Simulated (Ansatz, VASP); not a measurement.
## Two plane-wave programs on SrLiH3

File INCAR:

```
SYSTEM = SrLiH3
PREC = Accurate ; ENCUT = 520
EDIFF = 1E-6 ; ISMEAR = 0
SIGMA = 0.05 ; LREAL = .FALSE.
LASPH = .TRUE. ; NELM = 60
ALGO = Normal ; ISIF = 2
LWAVE = .FALSE. ; LCHARG = .TRUE.
GGA = PE ; LELF = .TRUE.
LVHAR = .TRUE. ; NBANDS = 16
```

File KPOINTS:

```
regular mesh
0
G
  6 6 6
  0 0 0
```

File POSCAR:

```
SrLiH3
1.0
    4.8623305500      0.0000000000      0.0000000000
    0.0000000000      4.8623305500      0.0000000000
    0.0000000000      0.0000000000      4.5150212250
Li Sr H
1 1 3
Direct
    0.0000000000      0.0000000000      0.0000000000
    0.5000000000      0.5000000000      0.5000000000
    0.0000000000      0.5000000000      0.5000000000
    0.5000000000      0.0000000000      0.5000000000
    0.5000000000      0.5000000000      0.0000000000
```

Input for Ansatz:

```yaml
crystal:
  lattice:
    - [4.86233055, 0.0, 0.0]
    - [0.0, 4.86233055, 0.0]
    - [0.0, 0.0, 4.515021225]
  atoms:
    - { symbol: Li, position: [0.0, 0.0, 0.0] }
    - { symbol: Sr, position: [0.5, 0.5, 0.5] }
    - { symbol: H, position: [0.0, 0.5, 0.5] }
    - { symbol: H, position: [0.5, 0.0, 0.5] }
    - { symbol: H, position: [0.5, 0.5, 0.0] }
basis:
  ecutwfc: 420
kpoints:
  mp_grid: { grid: [6, 6, 6] }
hamiltonian:
  xc: pbe
scf:
  occupations: { method: gaussian, width: 0.05 }
output:
  forces: true
  stress: true
  eigenvalues: true
```

Change from the starting cell: strain +0.050 along x and y, -0.025 along z, atoms carried along.

Alike in both runs: task single point; functional PBE; k mesh 6 × 6 × 6; occupations gaussian, width 0.05 eV; no spin polarisation.

|  | VASP | Ansatz |
| --- | --- | --- |
| version | VASP 6.6.1 | Ansatz 0.2.0 |
| potentials or method | VASP PAW PBE potentials, release 64 (Li_sv, Sr_sv, H), cutoff 520 eV | scalar-relativistic, plane waves, PAW |
| valence electrons in the cell | 16 | 16 |

|  | VASP | Ansatz | Ansatz less VASP |
| --- | --- | --- | --- |
| gap on the k mesh at the Fermi level (eV) | 1.59 | 1.59 | +0.004 |
| least direct gap on the mesh (eV) | 2.16 | 2.16 | +0.002 |

Noted on VASP's run: the cutoff is short for stress, so the pressure is rough.
